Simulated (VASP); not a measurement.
Set up this calculation in VASP 6.6.1, as the native input.

```yaml
Task: single point
Functional: PBE
Potentials_or_basis: VASP PAW PBE potentials, release 64 (Sc_sv)
Cutoff: 520 eV
k_mesh: 16 × 16 × 16
Occupations: fermi-dirac, width 0.05 eV
Spin: no spin polarisation
Dipole_correction: no
Further_INCAR_settings: ALGO = Normal; EDIFF = 1e-06; NBANDS = 12
```

The structure of Sc lies in POSCAR:

```
Sc
1.0
   -1.8393898878      1.8393898878      1.8393898878
    1.8393898878     -1.8393898878      1.8393898878
    1.8393898878      1.8393898878     -1.8393898878
Sc
1
Direct
    0.0000000000      0.0000000000      0.0000000000
```

The input as run:

INCAR

```
SYSTEM = Sc
ALGO = Normal
EDIFF = 1E-6
ENCUT = 520
GGA = PE
ISIF = 2
ISMEAR = -1
LASPH = .True.
LCHARG = .False.
LREAL = .False.
LWAVE = .False.
NBANDS = 12
NELM = 60
PREC = Accurate
SIGMA = 0.05
```

KPOINTS

```
k-points
0
Gamma
  16 16 16
  0 0 0
```

Potentials or basis: VASP PAW PBE potentials, release 64 (Sc_sv).

Launch:

```bash
$ cat potpaw_PBE.64/Sc_sv/POTCAR > POTCAR
$ mpirun -np 1 vasp_std > vasp.out
```

It gave:

```yaml
Pressure: 0.0 GPa
```

Run time: 22 s on 1 thread of Intel(R) Xeon(R) Platinum 8259CL CPU @ 2.50GHz (Skylake/Cascade Lake) (shared host), peak memory 0.16 GiB.
